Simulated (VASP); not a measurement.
# CdO (Fm-3m) in VASP: notebook, part 2 of 2

VASP 6.6.1.

**3. Single point, LDA (12.44 Å³/atom)**

This run uses another cell than the first one, of 12.44 Å³/atom.

File INCAR:

```
PREC = Accurate
ENCUT = 700
EDIFF = 1E-6
ISMEAR = 0
SIGMA = 0.05
LREAL = False
LASPH = True
NELM = 120
ALGO = Normal
ISIF = 2
LWAVE = False
LCHARG = False
NBANDS = 20
GGA_COMPAT = False
```

File KPOINTS:

```
regular mesh
0
Gamma
  8 8 8
```

File POSCAR:

```
CdO
1.0
    0.0000000000      2.3169482861      2.3169482861
    2.3169482861      0.0000000000      2.3169482861
    2.3169482861      2.3169482861      0.0000000000
Cd O
1 1
Direct
    0.0000000000      0.0000000000      0.0000000000
    0.5000000000      0.5000000000      0.5000000000
```

Potentials or basis: VASP PAW LDA potentials, release 64 (Cd_sv_GW, O).

Run with:

```
$ cat potpaw_LDA.64/Cd_sv_GW/POTCAR potpaw_LDA.64/O/POTCAR > POTCAR
$ mpirun -np 1 vasp_std > vasp.out
```

OUTCAR:

```text
PREC = Accurate
   ENCUT = 700
   EDIFF = 1E-6
   ISMEAR = 0
   LREAL = False
   LASPH = True
   NELM = 120
   ISIF = 2

 ion  position               nearest neighbor table
   1  0.000  0.000  0.000-   2 2.32   2 2.32   2 2.32   2 2.32   2 2.32   2 2.32
   2  0.500  0.500  0.500-   1 2.32   1 2.32   1 2.32   1 2.32   1 2.32   1 2.32

  LATTYP: Found a face centered cubic cell.
 ALAT       =     4.6338965722

  Lattice vectors:

 A1 = (   0.0000000000,   2.3169482861,   2.3169482861)
 A2 = (   2.3169482861,   0.0000000000,   2.3169482861)
 A3 = (   2.3169482861,   2.3169482861,   0.0000000000)

Analysis of symmetry for initial positions (statically):
=====================================================================
 Subroutine PRICEL returns:
 Original cell was already a primitive cell.

 Routine SETGRP: Setting up the symmetry group for a
 face centered cubic supercell.

 Subroutine GETGRP returns: Found 48 space group operations
 (whereof 48 operations were pure point group operations)
 out of a pool of 48 trial point group operations.

The static configuration has the point symmetry O_h .

Analysis of symmetry for dynamics (positions and initial velocities):
=====================================================================
 Subroutine PRICEL returns:
 Original cell was already a primitive cell.

 Routine SETGRP: Setting up the symmetry group for a
 face centered cubic supercell.

 Subroutine GETGRP returns: Found 48 space group operations
 (whereof 48 operations were pure point group operations)
 out of a pool of 48 trial point group operations.

The dynamic configuration has the point symmetry O_h .

 Subroutine INISYM returns: Found 48 space group operations
 (whereof 48 operations are pure point group operations),
 and found     1 'primitive' translations

----------------------------------------------------------------------------------------

                                     Primitive cell

  volume of cell :      24.8759

  direct lattice vectors                    reciprocal lattice vectors
     0.000000000  2.316948286  2.316948286    -0.215801105  0.215801105  0.215801105
     2.316948286  0.000000000  2.316948286     0.215801105 -0.215801105  0.215801105
     2.316948286  2.316948286  0.000000000     0.215801105  0.215801105 -0.215801105

  length of vectors
     3.276659690  3.276659690  3.276659690     0.373778478  0.373778478  0.373778478

  position of ions in fractional coordinates (direct lattice)
     0.000000000  0.000000000  0.000000000
     0.500000000  0.500000000  0.500000000

  ion indices of the primitive-cell ions
   primitive index   ion index
                 1           1
                 2           2

----------------------------------------------------------------------------------------

 KPOINTS: regular mesh

Automatic generation of k-mesh.
 Grid dimensions read from file:
 generate k-points for:    8    8    8

 Generating k-lattice:

  Cartesian coordinates                     Fractional coordinates (reciprocal lattice)
    -0.026975138  0.026975138  0.026975138     0.125000000  0.000000000  0.000000000
     0.026975138 -0.026975138  0.026975138     0.000000000  0.125000000  0.000000000
     0.026975138  0.026975138 -0.026975138     0.000000000  0.000000000  0.125000000

  Length of vectors
     0.046722310  0.046722310  0.046722310

  Shift w.r.t. Gamma in fractional coordinates (k-lattice)
     0.000000000  0.000000000  0.000000000

 Subroutine IBZKPT returns following result:
 ===========================================

 Found     29 irreducible k-points:

 Following reciprocal coordinates:
            Coordinates               Weight
  0.000000  0.000000  0.000000      1.000000
  0.125000  0.000000  0.000000      8.000000
  0.250000  0.000000  0.000000      8.000000
  0.375000  0.000000  0.000000      8.000000
  0.500000  0.000000  0.000000      4.000000
  0.125000  0.125000  0.000000      6.000000
[... 16 lines left out ...]
  0.500000  0.250000  0.125000     48.000000
 -0.375000  0.250000  0.125000     24.000000
 [... further k-points ...]
   k-points           NKPTS =     29   k-points in BZ     NKDIM =     29   number of bands    NBANDS=     20
   number of dos      NEDOS =    301   number of ions     NIONS =      2
   total plane-waves  NPLWV =  21952
   dimension x,y,z NGX =    28 NGY =   28 NGZ =   28
   dimension x,y,z NGXF=    56 NGYF=   56 NGZF=   56
   ions per type =               1   1
   NGX,Y,Z   is equivalent  to a cutoff of  14.21, 14.21, 14.21 a.u.
   NGXF,Y,Z  is equivalent  to a cutoff of  28.41, 28.41, 28.41 a.u.
 SYSTEM =  unknown system
   PREC   = accura    normal or accurate (medium, high low for compatibility)
   ISTART =      0    job   : 0-new  1-cont  2-samecut
   ICHARG =      2    charge: 1-file 2-atom 10-const
   ISPIN  =      1    spin polarized calculation?
   LNONCOLLINEAR =      F non collinear calculations
   LSORBIT =      F    spin-orbit coupling
   LASPH  =      T    aspherical Exc in radial PAW
   ENCUT  =  700.0 eV  51.45 Ry    7.17 a.u.   7.07  7.07  7.07*2*pi/ulx,y,z
   NELM   =    120;   NELMIN=  2; NELMDL= -5     # of ELM steps
   EDIFF  = 0.1E-05   stopping-criterion for ELM
   LREAL  =      F    real-space projection
   EDIFFG = 0.1E-04   stopping-criterion for IOM
   NSW    =      0    number of steps for IOM
   IBRION =     -1    ionic relax: 0-MD 1-quasi-New 2-CG
   NFREE  =      0    steps in history (QN), initial steepest desc. (CG)
   ISIF   =      2    stress and relaxation
   ISYM   =      2    0-nonsym 1-usesym 2-fastsym
   POTIM  = 0.5000    time-step for ionic-motion
   TEBEG  =    0.0;   TEEND  =   0.0 temperature during run
   PSTRESS=    0.0 pullay stress
   NELECT =      26.0000    total number of electrons
   NUPDOWN=      -1.0000    fix difference up-down
   EMIN   =  10.00;   EMAX   =-10.00  energy-range for DOS
   EFERMI =   0.00;   METHOD = LEGACY
   ISMEAR =     0;   SIGMA  =   0.05  broadening in eV -4-tet -1-fermi 0-gaus
   EFERMI_NEDOS =   21; number of points for ismear=-14 and -15
   IALGO  =     38    algorithm
   IMIX   =      4    mixing-type and parameters
     AMIX     =   0.40;   BMIX     =  1.00
     AMIX_MAG =   1.60;   BMIX_MAG =  1.00
  volume/ion in A,a.u.               =      12.44        83.94
  Fermi-wavevector in a.u.,A,eV,Ry     =   1.661395  3.139582 37.555262  2.760234
  Thomas-Fermi vector in A             =   2.748466
   LORBIT       =      0    0 simple, 1 ext, 2 COOP (PROOUT), +10 PAW based schemes
   GGA     = CA    functional components
   LHFCALC =     F    Hartree Fock is set to
   AEXX    =    0.0000 exact exchange contribution
   IVDW    =     0    specifies the selected vdW correction
   LEPSILON=     F    determine dielectric tensor
   LRPA    =     F    only Hartree local field effects (RPA)
 non-spin polarized calculation
 Gauss-broadening in eV      SIGMA  =   0.05
  energy-cutoff  :      700.00
  volume of cell :       24.88
 maximum number of plane-waves:      1058
   NGX = 15   NGY = 15   NGZ = 15

 number of electron      25.9999992 magnetization

 Free energy of the ion-electron system (eV)
  ---------------------------------------------------
  ext. energy  EPLUGINS =         0.00000000
  ---------------------------------------------------
  free energy    TOTEN  =        -9.42325149 eV

  energy without entropy =       -9.42301258  energy(sigma->0) =       -9.42313203

 E-fermi :   5.2290     XC(G=0): -12.6938

 val. band max:        5.1874546795   @ k =   0.5000   0.0000   0.0000
 cond. band min:       6.1286981331   @ k =   0.1250   0.0000   0.0000
 fundamental gap:      0.9412434536
 Fermi energy:         5.2290037560

 k-point     1 :       0.0000    0.0000    0.0000
  band No.  band energies     occupation
      1     -94.6274      2.00000
      2     -56.0318      2.00000
      3     -56.0318      2.00000
      4     -56.0318      2.00000
      5     -12.2637      2.00000
      6      -1.5838      2.00000
[... 12 lines left out ...]
     19      23.6898      0.00000
     20      23.6898      0.00000
[... 507 lines left out ...]
 k-point    24 :      -0.3750    0.2500    0.1250
  band No.  band energies     occupation
      1     -94.6258      2.00000
      2     -56.0504      2.00000
      3     -56.0405      2.00000
      4     -56.0369      2.00000
      5     -11.3553      2.00000
      6      -2.3459      2.00000
[... 12 lines left out ...]
     19      24.7549      0.00000
     20      27.8948      0.00000

 [... further k-points ...]

------------------------ aborting loop because EDIFF is reached ----------------------------------------

  FORCE on cell =-STRESS in cart. coord.  units (eV):
  Direction    XX          YY          ZZ          XY          YZ          ZX
  --------------------------------------------------------------------------------------
  -------------------------------------------------------------------------------------
  Total        0.0362489      0.0362489      0.0362489      0.0000000      0.0000000      0.0000000
  in kB        2.3346768      2.3346768      2.3346768      0.0000000      0.0000000      0.0000000
  external PRESSURE =       2.3346768 kB  Pullay stress =       0.0000000 kB

 VOLUME and BASIS-vectors are now :
 -----------------------------------------------------------------------------
  energy-cutoff  :      700.00
  volume of cell :       24.88
      direct lattice vectors                 reciprocal lattice vectors
     0.000000000  2.316948286  2.316948286    -0.215801105  0.215801105  0.215801105
     2.316948286  0.000000000  2.316948286     0.215801105 -0.215801105  0.215801105
     2.316948286  2.316948286  0.000000000     0.215801105  0.215801105 -0.215801105

 POSITION                                       TOTAL-FORCE (eV/Angst)
 -----------------------------------------------------------------------------------
      0.00000      0.00000      0.00000         0.000000      0.000000      0.000000
      2.31695      2.31695      2.31695        -0.000000     -0.000000     -0.000000
 -----------------------------------------------------------------------------------
    total drift:                                0.000000      0.000000      0.000000

  FREE ENERGIE OF THE ION-ELECTRON SYSTEM (eV)
  ---------------------------------------------------
  free  energy   TOTEN  =        -9.4232514855 eV

  energy  without entropy=       -9.4230125815  energy(sigma->0) =       -9.42313203
```

OSZICAR:

```text
N       E                     dE             d eps       ncg     rms          rms(c)
DAV:   1     0.537378705192E+03    0.53738E+03   -0.18284E+04  1172   0.235E+03
DAV:   2     0.339385986435E+02   -0.50344E+03   -0.47414E+03  1176   0.707E+02
DAV:   3    -0.965325932861E+01   -0.43592E+02   -0.42937E+02  1684   0.252E+02
DAV:   4    -0.110338069773E+02   -0.13805E+01   -0.13796E+01  1604   0.429E+01
DAV:   5    -0.110950653133E+02   -0.61258E-01   -0.61257E-01  1608   0.844E+00    0.165E+01
DAV:   6    -0.949726355982E+01    0.15978E+01   -0.78315E+00  1800   0.482E+01    0.174E+01
DAV:   7    -0.945624468554E+01    0.41019E-01   -0.75468E-01  1812   0.110E+01    0.108E+01
DAV:   8    -0.943215702071E+01    0.24088E-01   -0.18756E-01  1544   0.515E+00    0.824E-01
DAV:   9    -0.942335047233E+01    0.88065E-02   -0.39374E-02  1680   0.248E+00    0.179E-01
DAV:  10    -0.942326165396E+01    0.88818E-04   -0.24788E-03  1340   0.505E-01    0.820E-02
DAV:  11    -0.942325098909E+01    0.10665E-04   -0.10288E-04  1680   0.117E-01    0.929E-03
DAV:  12    -0.942325148550E+01   -0.49640E-06   -0.66319E-06  1468   0.227E-02
   1 F= -.94232515E+01 E0= -.94231320E+01  d E =-.238904E-03
```

Wall time 17 s (1 thread of Intel Xeon Platinum 8259CL at 2.50GHz (Skylake/Cascade Lake), shared host); peak memory 0.17 GiB.

Results:

- Free energy: -9.4233 eV
- Pressure: 0.2 GPa
- Band gap on the k mesh: zero (bands 13 and 14 overlap by 0.41 eV)

Caveat: semilocal functionals underestimate gaps, and a narrow one can read as zero.

The gap in the log of VASP goes by the Fermi energy; the results here count the filled bands.